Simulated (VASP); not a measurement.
# CoSi (Pm-3m) in VASP: notebook

Aim: see how the results for CoSi move with the level of theory and the settings. Levels: PBE-based screened hybrid with 25 % exact exchange, HSE06. Tasks: relaxation of cell and atoms, single point.

Program: VASP 6.6.1. These are calculated values, not measurements. Logs are shortened: lines on timing, memory, paths and dates and some standing lists are left out, and cuts for length are marked.

## Step 1: The cell of the first run

The structure is cubic, space group Pm-3m (No. 221). Conventional cell: a = 2.781 Å, b = 2.781 Å, c = 2.781 Å, α = 90.00°, β = 90.00°, γ = 90.00°. Within 3.2 Å of Co (site symmetry m-3m) lie 8 Si at 2.41 Å and 6 Co at 2.78 Å. Within 3.2 Å of Si (site symmetry m-3m) lie 8 Co at 2.41 Å and 6 Si at 2.78 Å.

## Step 2: Relaxation of cell and atoms, PBE-based screened hybrid with 25 % exact exchange, collinear spin, ferromagnetic start

POSCAR

```
CoSi
1.0
    2.7813340000      0.0000000000      0.0000000000
    0.0000000000      2.7813340000      0.0000000000
    0.0000000000      0.0000000000      2.7813340000
Co Si
1 1
Direct
    0.0000000000      0.0000000000      0.0000000000
    0.5000000000      0.5000000000      0.5000000000
```

INCAR.step1

```
SYSTEM = CoSi
PREC = Accurate
ENCUT = 600
EDIFF = 1E-5
ISMEAR = -1
SIGMA = 0.05
LREAL = .FALSE.
LASPH = .TRUE.
NELM = 150
ALGO = Normal
LWAVE = .TRUE.
LCHARG = .FALSE.
ISPIN = 2
MAGMOM = 2 0
LORBIT = 11
LMAXMIX = 4
GGA = PE
NBANDS = 18
```

INCAR.step2

```
SYSTEM = CoSi
PREC = Accurate
ENCUT = 600
EDIFF = 1E-6
ISMEAR = -1
SIGMA = 0.05
LREAL = .FALSE.
LASPH = .TRUE.
NELM = 150
ALGO = Normal
ISIF = 3
LWAVE = .FALSE.
LCHARG = .FALSE.
ISPIN = 2
MAGMOM = 2 0
LORBIT = 11
LMAXMIX = 4
GGA = PE
LHFCALC = .TRUE.
AEXX = 0.25
HFSCREEN = 0.3
PRECFOCK = Normal
IBRION = 2
NSW = 60
EDIFFG = -0.01
ISTART = 1
```

KPOINTS

```
Automatic mesh
0
G
  5 5 5
  0 0 0
```

Potentials or basis: VASP PAW PBE potentials, release 64 (Co, Si).

The run is started by

```sh
cat potpaw_PBE.64/Co/POTCAR potpaw_PBE.64/Si/POTCAR > POTCAR
cp INCAR.step1 INCAR
mpirun -np 1 vasp_std > vasp.out
cp INCAR.step2 INCAR
mpirun -np 1 vasp_std > vasp.out
```

OUTCAR:

```text
SYSTEM = CoSi
   PREC = Accurate
   ENCUT = 600
   EDIFF = 1E-6
   ISMEAR = -1
   LREAL = .FALSE.
   LASPH = .TRUE.
   NELM = 150
   ISIF = 3
   ISPIN = 2
   LORBIT = 11
   GGA = PE
   LHFCALC = .TRUE.
   AEXX = 0.25
   HFSCREEN = 0.3
   PRECFOCK = Normal
   IBRION = 2
   NSW = 60
   EDIFFG = -0.01
   ISTART = 1

 ion  position               nearest neighbor table
   1  0.000  0.000  0.000-   2 2.41   2 2.41   2 2.41   2 2.41   2 2.41   2 2.41   2 2.41   2 2.41

   2  0.500  0.500  0.500-   1 2.41   1 2.41   1 2.41   1 2.41   1 2.41   1 2.41   1 2.41   1 2.41

  LATTYP: Found a simple cubic cell.
 ALAT       =     2.7813340000

  Lattice vectors:

 A1 = (   2.7813340000,   0.0000000000,   0.0000000000)
 A2 = (   0.0000000000,   2.7813340000,   0.0000000000)
 A3 = (   0.0000000000,   0.0000000000,   2.7813340000)

Analysis of symmetry for initial positions (statically):
=====================================================================
 Subroutine PRICEL returns:
 Original cell was already a primitive cell.

 Routine SETGRP: Setting up the symmetry group for a
 simple cubic supercell.

 Subroutine GETGRP returns: Found 48 space group operations
 (whereof 48 operations were pure point group operations)
 out of a pool of 48 trial point group operations.

The static configuration has the point symmetry O_h .

Analysis of symmetry for dynamics (positions and initial velocities):
=====================================================================
 Subroutine PRICEL returns:
 Original cell was already a primitive cell.

 Routine SETGRP: Setting up the symmetry group for a
 simple cubic supercell.

 Subroutine GETGRP returns: Found 48 space group operations
 (whereof 48 operations were pure point group operations)
 out of a pool of 48 trial point group operations.

The dynamic configuration has the point symmetry O_h .

Analysis of structural, dynamic, and magnetic symmetry:
=====================================================================
 Subroutine PRICEL returns:
 Original cell was already a primitive cell.

 Routine SETGRP: Setting up the symmetry group for a
 simple cubic supercell.

 Subroutine GETGRP returns: Found 48 space group operations
 (whereof 48 operations were pure point group operations)
 out of a pool of 48 trial point group operations.

The overall configuration has the point symmetry O_h .

 Subroutine INISYM returns: Found 48 space group operations
 (whereof 48 operations are pure point group operations),
 and found     1 'primitive' translations
[... 115 lines left out ...]
   ENCUTFOCK=  -1.0 apply spherical cutoff to Coloumb kernel
   IVDW    =     0    specifies the selected vdW correction
   LEPSILON=     F    determine dielectric tensor
   LRPA    =     F    only Hartree local field effects (RPA)
 conjugate gradient relaxation of ions
 spin polarized calculation
  energy-cutoff  :      600.00
  volume of cell :       21.52
 maximum number of plane-waves:       739
 NGX is ok and might be reduce to    24
  NGX = 18; NGY = 18; NGZ = 18

--------------------------------------- Ionic step        1  -------------------------------------------

 number of electron      13.0000003 magnetization       0.8732325

 Free energy of the ion-electron system (eV)
  ---------------------------------------------------
  ext. energy  EPLUGINS =         0.00000000
  ---------------------------------------------------
  free energy    TOTEN  =       -15.54922989 eV

  energy without entropy =      -15.54750113  energy(sigma->0) =      -15.54836551

------------------------ aborting loop because EDIFF is reached ----------------------------------------

  FORCE on cell =-STRESS in cart. coord.  units (eV):
  Direction    XX          YY          ZZ          XY          YZ          ZX
  --------------------------------------------------------------------------------------
  -------------------------------------------------------------------------------------
  Total       -0.3529666     -0.3529666     -0.3529666     -0.0000000     -0.0000000      0.0000000
  in kB      -26.2835940    -26.2835940    -26.2835940     -0.0000000     -0.0000000      0.0000000
  external PRESSURE =     -26.2835940 kB  Pullay stress =       0.0000000 kB
[... 59 lines left out ...]
--------------------------------------- Ionic step        3  -------------------------------------------

 number of electron      13.0000003 magnetization       0.8719913

 Free energy of the ion-electron system (eV)
  ---------------------------------------------------
  ext. energy  EPLUGINS =         0.00000000
  ---------------------------------------------------
  free energy    TOTEN  =       -15.55130833 eV

  energy without entropy =      -15.54953158  energy(sigma->0) =      -15.55041995

 E-fermi :  13.7147     XC(G=0): -10.7417

 val. band max:       12.8795593076   @ k =   0.4000   0.4000   0.4000
 cond. band min:      13.8750039283   @ k =   0.4000   0.4000   0.2000
 fundamental gap:      0.9954446207
 Fermi energy:        13.7146693700

 spin component 1

 k-point     1 :       0.0000    0.0000    0.0000
  band No.  band energies     occupation
      1      -2.8398      1.00000
      2       6.7148      1.00000
      3       6.7148      1.00000
      4       9.9262      1.00000
      5       9.9262      1.00000
      6       9.9262      1.00000
      7      16.4053      0.00000
      8      16.4053      0.00000
      9      16.4053      0.00000
     10      20.7026      0.00000
     11      20.7026      0.00000
[... 113 lines left out ...]
 k-point    10 :       0.4000    0.4000    0.4000
  band No.  band energies     occupation
      1       4.5448      1.00000
      2       5.9601      1.00000
      3       5.9601      1.00000
      4       9.2147      1.00000
      5       9.2147      1.00000
      6      11.1965      1.00000
      7      12.8565      1.00000
      8      14.0233      0.00208
      9      14.0233      0.00208
     10      18.0255      0.00000
     11      18.0255      0.00000
 Fermi energy:        13.7146693700

 spin component 2

 k-point     1 :       0.0000    0.0000    0.0000
  band No.  band energies     occupation
      1      -2.9854      1.00000
      2       9.4084      1.00000
      3       9.4084      1.00000
      4      10.7745      1.00000
      5      10.7746      1.00000
      6      10.7747      1.00000
      7      16.3588      0.00000
      8      16.3588      0.00000
      9      16.3588      0.00000
     10      21.9468      0.00000
     11      21.9469      0.00000
[... 153 lines left out ...]
  FREE ENERGIE OF THE ION-ELECTRON SYSTEM (eV)
  ---------------------------------------------------
  free  energy   TOTEN  =       -15.5513083256 eV

  energy  without entropy=      -15.5495315824  energy(sigma->0) =      -15.55041995

 reached required accuracy - stopping structural energy minimisation

 total charge

# of ion       s       p       d       tot
------------------------------------------
    1        0.438   0.636   7.593   8.668
    2        0.743   0.868   0.000   1.612
--------------------------------------------------
tot          1.182   1.504   7.593  10.279

 magnetization (x)

# of ion       s       p       d       tot
------------------------------------------
    1       -0.006  -0.035   1.008   0.967
    2        0.001   0.018   0.000   0.019
--------------------------------------------------
tot         -0.004  -0.018   1.008   0.986
```

OUTCAR.step1:

```text
SYSTEM = CoSi
   PREC = Accurate
   ENCUT = 600
   EDIFF = 1E-5
   ISMEAR = -1
   LREAL = .FALSE.
   LASPH = .TRUE.
   NELM = 150
   ISPIN = 2
   LORBIT = 11
   GGA = PE

 ion  position               nearest neighbor table
[... 649 lines left out ...]

 total charge

# of ion       s       p       d       tot
------------------------------------------
    1        0.438   0.588   7.567   8.594
    2        0.737   0.854   0.000   1.591
--------------------------------------------------
tot          1.175   1.442   7.567  10.184

 magnetization (x)

# of ion       s       p       d       tot
------------------------------------------
    1        0.005  -0.002   0.588   0.592
    2       -0.001   0.003   0.000   0.003
--------------------------------------------------
tot          0.005   0.002   0.588   0.595
```

Wall time 44 min (1 thread of Intel Xeon 8259CL, shared host); peak memory 0.26 GiB.

Results:

| Quantity | Value |
| --- | --- |
| Free energy | -15.5513 eV |
| Relaxed volume | 10.63 Å³/atom |
| Relaxed cell | a = 2.771 Å, b = 2.771 Å, c = 2.771 Å, α = 90.00°, β = 90.00°, γ = 90.00° |
| Space group after relaxing (to 0.1 Å) | Pm-3m (No. 221) |
| Energy gained by relaxing | 1.0 meV/atom |
| Ionic steps | 3 |
| Pressure after relaxing | 0.0 GPa |
| Net moment | 0.87 μB per cell |
| Site moments | Co +0.97; Si +0.02 μB |
| Valence electrons inside the program's atomic spheres | Co 8.67; Si 1.61 |

Step by step:
```
step  energy change (eV)  largest force (eV/Å)  pressure (GPa)  volume (Å³)
   1              0.0000                0.0000           -2.63        21.52
   2              0.0011                0.0000            3.54        20.97
   3             -0.0021                0.0000            0.04        21.27
```

Final structure:
```
Co Si
1.0
     2.77058    0.00000    0.00000
     0.00000    2.77058    0.00000
     0.00000    0.00000    2.77058
Co Si
1 1
Direct
  0.00000 0.00000 0.00000
  0.50000 0.50000 0.50000
```

Levels at points of the mesh, in eV from the Fermi level:
Spin up:
```tsv
k point	band 5	band 6	band 7	band 8	band 9	band 10
(0.00, 0.00, 0.00)	-3.79	-3.79	2.69	2.69	2.69	6.99
```
Spin down:
| k point | band 3 | band 4 | band 5 | band 6 | band 7 | band 8 | band 9 | band 10 |
| --- | --- | --- | --- | --- | --- | --- | --- | --- |
| (0.00, 0.00, 0.00) | -4.31 | -2.94 | -2.94 | -2.94 | 2.64 | 2.64 | 2.64 | 8.23 |

Caveat: the k points lie up to 0.45 Å⁻¹ apart in the final cell; the PAW data sets were made with another functional, which shifts forces and pressure a little.

## Step 3: Single point, HSE06, collinear spin, ferromagnetic start

This run uses another cell than the first one, of 11.40 Å³/atom.

POSCAR

```
CoSi
1.0
    2.8358838098      0.0000000000      0.0000000000
    0.0000000000      2.8358838098      0.0000000000
    0.0000000000      0.0000000000      2.8358838098
Co Si
1 1
Direct
    0.0000000000      0.0000000000      0.0000000000
    0.5000000000      0.5000000000      0.5000000000
```

INCAR.step1

```
PREC     = Accurate       # precision mode
ENCUT    = 520            # plane-wave cutoff, eV
EDIFF    = 1E-5           # SCF threshold, eV
ISMEAR   = -1             # smearing method
SIGMA    = 0.05           # smearing width, eV
LREAL    = False          # projectors in reciprocal space
LASPH    = True           # aspherical terms in the spheres
NELM     = 150            # most SCF steps
ALGO     = Normal         # electronic algorithm
ISIF     = 2              # what is computed and relaxed
LWAVE    = True           # write WAVECAR
LCHARG   = False          # write CHGCAR
ISPIN    = 2              # spin polarisation
MAGMOM   = 2 0            # initial moments
LORBIT   = 11             # projections on sites
LMAXMIX  = 4              # l up to which the mixer works
GGA      = PE             # functional
NBANDS   = 18             # bands
```

INCAR.step2

```
PREC     = Accurate       # precision mode
ENCUT    = 520            # plane-wave cutoff, eV
EDIFF    = 1E-6           # SCF threshold, eV
ISMEAR   = -1             # smearing method
SIGMA    = 0.05           # smearing width, eV
LREAL    = False          # projectors in reciprocal space
LASPH    = True           # aspherical terms in the spheres
NELM     = 150            # most SCF steps
ALGO     = Normal         # electronic algorithm
ISIF     = 2              # what is computed and relaxed
LWAVE    = False          # write WAVECAR
LCHARG   = False          # write CHGCAR
ISPIN    = 2              # spin polarisation
MAGMOM   = 2 0            # initial moments
LORBIT   = 11             # projections on sites
LMAXMIX  = 4              # l up to which the mixer works
GGA      = PE             # functional
LHFCALC  = True           # exact exchange
HFSCREEN = 0.2079         # screening, 1/A
PRECFOCK = Normal       
ISTART   = 1            
NBANDS   = 18             # bands
```

KPOINTS

```
Automatic mesh
0
Gamma
  6 6 6
```

Potentials or basis: VASP PAW PBE potentials, release 64 (Co, Si).

The run is started by

```sh
cat potpaw_PBE.64/Co/POTCAR potpaw_PBE.64/Si/POTCAR > POTCAR
cp INCAR.step1 INCAR
mpirun -np 1 vasp_std > vasp.out
cp INCAR.step2 INCAR
mpirun -np 1 vasp_std > vasp.out
```

OUTCAR:

```text
PREC = Accurate
   ENCUT = 520
   EDIFF = 1E-6
   ISMEAR = -1
   LREAL = False
   LASPH = True
   NELM = 150
   ISIF = 2
   ISPIN = 2
   LORBIT = 11
   GGA = PE
   LHFCALC = True
   HFSCREEN = 0.2079
   PRECFOCK = Normal
   ISTART = 1

 ion  position               nearest neighbor table
   1  0.000  0.000  0.000-   2 2.46   2 2.46   2 2.46   2 2.46   2 2.46   2 2.46   2 2.46   2 2.46

   2  0.500  0.500  0.500-   1 2.46   1 2.46   1 2.46   1 2.46   1 2.46   1 2.46   1 2.46   1 2.46

  LATTYP: Found a simple cubic cell.
 ALAT       =     2.8358838098

  Lattice vectors:

 A1 = (   2.8358838098,   0.0000000000,   0.0000000000)
 A2 = (   0.0000000000,   2.8358838098,   0.0000000000)
 A3 = (   0.0000000000,   0.0000000000,   2.8358838098)

Analysis of symmetry for initial positions (statically):
=====================================================================
 Subroutine PRICEL returns:
[... 624 lines left out ...]
      3       8.8226      1.00000
      4       9.8279      1.00000
      5       9.8279      1.00000
      6       9.8281      1.00000
[... 397 lines left out ...]
      5      13.1503      0.00000
      6      13.1503      0.00000
[... 10 lines left out ...]
     17      43.1537      0.00000
     18      43.1537      0.00000

------------------------ aborting loop because EDIFF is reached ----------------------------------------

  FORCE on cell =-STRESS in cart. coord.  units (eV):
  Direction    XX          YY          ZZ          XY          YZ          ZX
  --------------------------------------------------------------------------------------
  -------------------------------------------------------------------------------------
  Total       -2.1757053     -2.1757053     -2.1757053     -0.0000000     -0.0000000      0.0000000
  in kB     -152.8429274   -152.8429274   -152.8429274     -0.0000000     -0.0000000      0.0000000
  external PRESSURE =    -152.8429274 kB  Pullay stress =       0.0000000 kB

 VOLUME and BASIS-vectors are now :
 -----------------------------------------------------------------------------
  energy-cutoff  :      520.00
  volume of cell :       22.81
      direct lattice vectors                 reciprocal lattice vectors
     2.835883810  0.000000000  0.000000000     0.352623756  0.000000000  0.000000000
     0.000000000  2.835883810  0.000000000     0.000000000  0.352623756  0.000000000
     0.000000000  0.000000000  2.835883810     0.000000000  0.000000000  0.352623756

 POSITION                                       TOTAL-FORCE (eV/Angst)
 -----------------------------------------------------------------------------------
      0.00000      0.00000      0.00000         0.000000      0.000000      0.000000
      1.41794      1.41794      1.41794         0.000000      0.000000      0.000000
 -----------------------------------------------------------------------------------
    total drift:                                0.000000      0.000000      0.000000

  FREE ENERGIE OF THE ION-ELECTRON SYSTEM (eV)
  ---------------------------------------------------
  free  energy   TOTEN  =       -15.9791575946 eV

  energy  without entropy=      -15.9771924301  energy(sigma->0) =      -15.97817501

 total charge

# of ion       s       p       d       tot
------------------------------------------
    1        0.406   0.571   7.537   8.513
    2        0.722   0.826   0.000   1.547
--------------------------------------------------
tot          1.127   1.396   7.537  10.060

 magnetization (x)

# of ion       s       p       d       tot
------------------------------------------
    1       -0.011  -0.035   1.133   1.087
    2        0.010   0.007   0.000   0.018
--------------------------------------------------
tot         -0.001  -0.027   1.133   1.105
```

Run time: 17 min. Hardware: 1 thread of Intel Xeon 6975P-C (Granite Rapids), shared host; peak memory 0.26 GiB.

What came out:

- Free energy: -15.9792 eV
- Pressure: -15.3 GPa
- Net moment: 0.96 μB per cell
- Site moments: Co +1.09; Si +0.02 μB
- Valence electrons inside the program's atomic spheres: Co 8.51; Si 1.55

Caveat: the k points lie up to 0.37 Å⁻¹ apart; the PAW data sets were made with another functional, which shifts forces and pressure a little.
